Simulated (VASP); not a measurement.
# Ca in VASP: notebook

The runs below take Ca through single point, relaxation of cell and atoms, with PBE.

Program: VASP 6.6.1. These are calculated values, not measurements. Logs are shortened: lines on timing, memory, paths and dates and some standing lists are left out, and cuts for length are marked.

## Step 1: The cell of the first run

The typed cell holds 2 atoms: a = 3.906 Å, b = 3.906 Å, c = 6.420 Å, α = 90.00°, β = 90.00°, γ = 120.00°.

This isn't the form of Ca at room conditions, which is fcc.

## Step 2: Single point, PBE

Input file INCAR:

```
PREC     = Accurate       # precision mode
ENCUT    = 520            # plane-wave cutoff, eV
EDIFF    = 1E-6           # SCF threshold, eV
ISMEAR   = 0              # smearing method
SIGMA    = 0.1            # smearing width, eV
LREAL    = False          # projectors in reciprocal space
LASPH    = True           # aspherical terms in the spheres
NELM     = 80             # most SCF steps
ALGO     = Fast           # electronic algorithm
ISIF     = 2              # what is computed and relaxed
LWAVE    = False          # write WAVECAR
LCHARG   = True           # write CHGCAR
GGA      = PE             # functional
LELF     = True           # ELF
LVHAR    = True         
NBANDS   = 17             # bands
```

Input file KPOINTS:

```
Automatic mesh
0
Gamma
  12 12 8
```

Input file POSCAR:

```
Ca
1.0
    1.9531793314     -3.3828217620      0.0000000000
    1.9531793314      3.3828217620      0.0000000000
    0.0000000000      0.0000000000      6.4199411889
Ca
2
Direct
    0.8334435375      0.1665564625      0.2500000000
    0.1665564625      0.8334435375      0.7500000000
```

Potentials or basis: VASP PAW PBE potentials, release 64 (Ca_sv).

On the command line:

```
$ cat potpaw_PBE.64/Ca_sv/POTCAR > POTCAR
$ mpirun -np 1 vasp_std > vasp.out
```

OUTCAR:

```text
PREC = Accurate
   ENCUT = 520
   EDIFF = 1E-6
   ISMEAR = 0
   LREAL = False
   LASPH = True
   NELM = 80
   ISIF = 2
   GGA = PE

 ion  position               nearest neighbor table
   1  0.833  0.167  0.250-
   2  0.167  0.833  0.750-

  LATTYP: Found a base centered orthorhombic cell.
 ALAT       =     3.9063586628
 B/A-ratio  =     1.7319565631
 C/A-ratio  =     1.6434592271

  Lattice vectors:

 A1 = (   1.9531793314,  -3.3828217620,   0.0000000000)
 A2 = (   1.9531793314,   3.3828217620,   0.0000000000)
 A3 = (   0.0000000000,   0.0000000000,   6.4199411889)

Analysis of symmetry for initial positions (statically):
=====================================================================
 Subroutine PRICEL returns:
 Original cell was already a primitive cell.

 Routine SETGRP: Setting up the symmetry group for a
 base centered orthorhombic supercell.

 Subroutine GETGRP returns: Found  8 space group operations
 (whereof  4 operations were pure point group operations)
 out of a pool of  8 trial point group operations.

The static configuration has the point symmetry C_2h.
 The point group associated with its full space group is D_2h.

Analysis of symmetry for dynamics (positions and initial velocities):
=====================================================================
 Subroutine PRICEL returns:
 Original cell was already a primitive cell.

 Routine SETGRP: Setting up the symmetry group for a
 base centered orthorhombic supercell.

 Subroutine GETGRP returns: Found  8 space group operations
 (whereof  4 operations were pure point group operations)
 out of a pool of  8 trial point group operations.

The dynamic configuration has the point symmetry C_2h.
 The point group associated with its full space group is D_2h.

 Subroutine INISYM returns: Found  8 space group operations
 (whereof  4 operations are pure point group operations),
 and found     1 'primitive' translations

----------------------------------------------------------------------------------------

                                     Primitive cell

  volume of cell :      84.8364

  direct lattice vectors                    reciprocal lattice vectors
     1.953179331 -3.382821762  0.000000000     0.255992879 -0.147805600  0.000000000
     1.953179331  3.382821762  0.000000000     0.255992879  0.147805600  0.000000000
     0.000000000  0.000000000  6.419941189     0.000000000  0.000000000  0.155764667

  length of vectors
     3.906199249  3.906199249  6.419941189     0.295599136  0.295599136  0.155764667

  position of ions in fractional coordinates (direct lattice)
     0.833443538  0.166556462  0.250000000
     0.166556462  0.833443538  0.750000000

  ion indices of the primitive-cell ions
   primitive index   ion index
                 1           1
                 2           2

----------------------------------------------------------------------------------------

 KPOINTS: Automatic mesh

Automatic generation of k-mesh.
 Grid dimensions read from file:
 generate k-points for:   12   12    8

 Generating k-lattice:

  Cartesian coordinates                     Fractional coordinates (reciprocal lattice)
     0.021332740 -0.012317133  0.000000000     0.083333333  0.000000000  0.000000000
     0.021332740  0.012317133  0.000000000     0.000000000  0.083333333  0.000000000
     0.000000000  0.000000000  0.019470583     0.000000000  0.000000000  0.125000000

  Length of vectors
     0.024633261  0.024633261  0.019470583

  Shift w.r.t. Gamma in fractional coordinates (k-lattice)
     0.000000000  0.000000000  0.000000000

 Subroutine IBZKPT returns following result:
 ===========================================

 Found    215 irreducible k-points:

 Following reciprocal coordinates:
            Coordinates               Weight
  0.000000  0.000000  0.000000      1.000000
  0.083333  0.000000  0.000000      4.000000
  0.166667 -0.000000  0.000000      4.000000
  0.250000  0.000000  0.000000      4.000000
  0.333333  0.000000  0.000000      4.000000
  0.416667  0.000000  0.000000      4.000000
[... 16 lines left out ...]
  0.500000  0.166667  0.000000      4.000000
 -0.416667  0.166667  0.000000      4.000000
 [... further k-points ...]
   k-points           NKPTS =    215   k-points in BZ     NKDIM =    215   number of bands    NBANDS=     17
   number of dos      NEDOS =    301   number of ions     NIONS =      2
   total plane-waves  NPLWV =  43200
   dimension x,y,z NGX =    30 NGY =   30 NGZ =   48
   dimension x,y,z NGXF=    60 NGYF=   60 NGZF=   96
   ions per type =               2
   NGX,Y,Z   is equivalent  to a cutoff of  12.77, 12.77, 12.43 a.u.
   NGXF,Y,Z  is equivalent  to a cutoff of  25.54, 25.54, 24.86 a.u.
 SYSTEM =  unknown system
   PREC   = accura    normal or accurate (medium, high low for compatibility)
   ISTART =      0    job   : 0-new  1-cont  2-samecut
   ICHARG =      2    charge: 1-file 2-atom 10-const
   ISPIN  =      1    spin polarized calculation?
   LNONCOLLINEAR =      F non collinear calculations
   LSORBIT =      F    spin-orbit coupling
   LASPH  =      T    aspherical Exc in radial PAW
   ENCUT  =  520.0 eV  38.22 Ry    6.18 a.u.   7.26  7.26 11.94*2*pi/ulx,y,z
   NELM   =     80;   NELMIN=  2; NELMDL= -5     # of ELM steps
   EDIFF  = 0.1E-05   stopping-criterion for ELM
   LREAL  =      F    real-space projection
   EDIFFG = 0.1E-04   stopping-criterion for IOM
   NSW    =      0    number of steps for IOM
   IBRION =     -1    ionic relax: 0-MD 1-quasi-New 2-CG
   NFREE  =      0    steps in history (QN), initial steepest desc. (CG)
   ISIF   =      2    stress and relaxation
   ISYM   =      2    0-nonsym 1-usesym 2-fastsym
   POTIM  = 0.5000    time-step for ionic-motion
   TEBEG  =    0.0;   TEEND  =   0.0 temperature during run
   PSTRESS=    0.0 pullay stress
   NELECT =      20.0000    total number of electrons
   NUPDOWN=      -1.0000    fix difference up-down
   EMIN   =  10.00;   EMAX   =-10.00  energy-range for DOS
   EFERMI =   0.00;   METHOD = LEGACY
   ISMEAR =     0;   SIGMA  =   0.10  broadening in eV -4-tet -1-fermi 0-gaus
   EFERMI_NEDOS =   21; number of points for ismear=-14 and -15
   IALGO  =     68    algorithm
   IMIX   =      4    mixing-type and parameters
     AMIX     =   0.40;   BMIX     =  1.00
     AMIX_MAG =   1.60;   BMIX_MAG =  1.00
  volume/ion in A,a.u.               =      42.42       286.25
  Fermi-wavevector in a.u.,A,eV,Ry     =   1.011325  1.911127 13.915743  1.022778
  Thomas-Fermi vector in A             =   2.144368
   LORBIT       =      0    0 simple, 1 ext, 2 COOP (PROOUT), +10 PAW based schemes
   GGA     = PE    functional components
   LHFCALC =     F    Hartree Fock is set to
   AEXX    =    0.0000 exact exchange contribution
   IVDW    =     0    specifies the selected vdW correction
   LEPSILON=     F    determine dielectric tensor
   LRPA    =     F    only Hartree local field effects (RPA)
 non-spin polarized calculation
 RMM-DIIS sequential band-by-band and
 Gauss-broadening in eV      SIGMA  =   0.10
  energy-cutoff  :      520.00
  volume of cell :       84.84
 maximum number of plane-waves:      2301
 NGX is ok and might be reduce to    30
   NGX = 15   NGY = 15   NGZ = 23

 number of electron      19.9999992 magnetization

 Free energy of the ion-electron system (eV)
  ---------------------------------------------------
  ext. energy  EPLUGINS =         0.00000000
  ---------------------------------------------------
  free energy    TOTEN  =        -3.85793265 eV

  energy without entropy =       -3.84775008  energy(sigma->0) =       -3.85284137

 E-fermi :   2.0046     XC(G=0):  -7.7188

 val. band max:        1.9927686863   @ k =  -0.3333   0.3333   0.0000
 cond. band min:       2.0116108907   @ k =   0.2500   0.0833   0.0000
 fundamental gap:      0.0188422044
 Fermi energy:         2.0046330426

 k-point     1 :       0.0000    0.0000    0.0000
  band No.  band energies     occupation
      1     -40.0759      2.00000
      2     -40.0630      2.00000
      3     -21.1227      2.00000
      4     -21.0145      2.00000
      5     -21.0144      2.00000
      6     -20.9962      2.00000
[... 9 lines left out ...]
     16       4.5677      0.00000
     17       4.9725      0.00000

 k-point     2 :       0.0833    0.0000    0.0000
  band No.  band energies     occupation
      1     -40.0751      2.00000
      2     -40.0626      2.00000
      3     -21.1197      2.00000
      4     -21.0214      2.00000
      5     -21.0167      2.00000
      6     -21.0035      2.00000
[... 9 lines left out ...]
     16       4.6438      0.00000
     17       4.8775      0.00000

 k-point     3 :       0.1667   -0.0000    0.0000
  band No.  band energies     occupation
      1     -40.0728      2.00000
      2     -40.0615      2.00000
      3     -21.1112      2.00000
      4     -21.0406      2.00000
      5     -21.0231      2.00000
      6     -21.0226      2.00000
[... 9 lines left out ...]
     16       4.6148      0.00000
     17       4.8380      0.00000

 k-point     4 :       0.2500    0.0000    0.0000
  band No.  band energies     occupation
      1     -40.0697      2.00000
      2     -40.0601      2.00000
      3     -21.0984      2.00000
      4     -21.0672      2.00000
      5     -21.0494      2.00000
      6     -21.0304      2.00000
[... 9 lines left out ...]
     16       4.8916      0.00000
     17       4.9495      0.00000
[... 343 lines left out ...]
      1     -40.0614      2.00000
      2     -40.0583      2.00000
      3     -21.1124      2.00000
      4     -21.0924      2.00000
      5     -21.0603      2.00000
      6     -21.0569      2.00000
[... 9 lines left out ...]
     16       5.6331      0.00000
     17       5.9096      0.00000

 k-point    23 :       0.5000    0.1667    0.0000
  band No.  band energies     occupation
      1     -40.0625      2.00000
      2     -40.0582      2.00000
      3     -21.1066      2.00000
      4     -21.0899      2.00000
      5     -21.0637      2.00000
      6     -21.0558      2.00000
[... 9 lines left out ...]
     16       5.4109      0.00000
     17       5.9788      0.00000

 k-point    24 :      -0.4167    0.1667    0.0000
  band No.  band energies     occupation
      1     -40.0650      2.00000
      2     -40.0586      2.00000
      3     -21.0906      2.00000
      4     -21.0819      2.00000
      5     -21.0772      2.00000
      6     -21.0448      2.00000
[... 9 lines left out ...]
     16       5.1206      0.00000
     17       5.5348      0.00000

 [... further k-points ...]

------------------------ aborting loop because EDIFF is reached ----------------------------------------

  FORCE on cell =-STRESS in cart. coord.  units (eV):
  Direction    XX          YY          ZZ          XY          YZ          ZX
  --------------------------------------------------------------------------------------
  -------------------------------------------------------------------------------------
  Total       -0.0145941     -0.0110312     -0.0129879      0.0000000      0.0000000      0.0000000
  in kB       -0.2756177     -0.2083290     -0.2452838      0.0000000      0.0000000      0.0000000
  external PRESSURE =      -0.2430768 kB  Pullay stress =       0.0000000 kB

 VOLUME and BASIS-vectors are now :
 -----------------------------------------------------------------------------
  energy-cutoff  :      520.00
  volume of cell :       84.84
      direct lattice vectors                 reciprocal lattice vectors
     1.953179331 -3.382821762  0.000000000     0.255992879 -0.147805600  0.000000000
     1.953179331  3.382821762  0.000000000     0.255992879  0.147805600  0.000000000
     0.000000000  0.000000000  6.419941189     0.000000000  0.000000000  0.155764667

 POSITION                                       TOTAL-FORCE (eV/Angst)
 -----------------------------------------------------------------------------------
      1.95318     -2.25596      1.60499         0.000000      0.000593      0.000000
      1.95318      2.25596      4.81496         0.000000     -0.000593     -0.000000
 -----------------------------------------------------------------------------------
    total drift:                               -0.000000     -0.000000     -0.000000

  FREE ENERGIE OF THE ION-ELECTRON SYSTEM (eV)
  ---------------------------------------------------
  free  energy   TOTEN  =        -3.8579326478 eV

  energy  without entropy=       -3.8477500832  energy(sigma->0) =       -3.85284137
```

Wall time 4.1 min (1 thread of AMD EPYC 9R45 (Zen 5), shared host); peak memory 0.36 GiB.

Results:

```yaml
Free_energy: -3.8579 eV
Pressure: 0.0 GPa
Band_gap_on_the_k_mesh: zero (bands 10 and 11 overlap by 0.51 eV)
```

Levels at points of the mesh, in eV from the Fermi level:
| k point | band 6 | band 7 | band 8 | band 9 | band 10 | band 11 | band 12 | band 13 | band 14 | band 15 |
| --- | --- | --- | --- | --- | --- | --- | --- | --- | --- | --- |
| (0.00, 0.00, 0.00) | -23.00 | -23.00 | -22.99 | -4.08 | -1.08 | -0.26 | 2.23 | 2.26 | 2.26 | 2.56 |
| (0.50, 0.00, 0.00) | -23.05 | -23.02 | -23.02 | -1.14 | -0.72 | 0.19 | 0.35 | 1.34 | 1.88 | 2.18 |
| (0.50, 0.50, 0.00) | -23.05 | -23.02 | -23.02 | -1.14 | -0.72 | 0.19 | 0.35 | 1.33 | 1.88 | 2.18 |
| (0.00, 0.00, 0.50) | -23.01 | -23.01 | -23.01 | -3.08 | -3.08 | 1.35 | 1.35 | 2.25 | 2.25 | 2.25 |
| (0.50, 0.00, 0.50) | -23.04 | -23.03 | -23.03 | -0.71 | -0.71 | 0.07 | 0.07 | 1.42 | 1.42 | 2.84 |
| (0.50, 0.50, 0.50) | -23.04 | -23.03 | -23.03 | -0.71 | -0.71 | 0.07 | 0.07 | 1.42 | 1.42 | 2.84 |

[end of part 1 of 2]
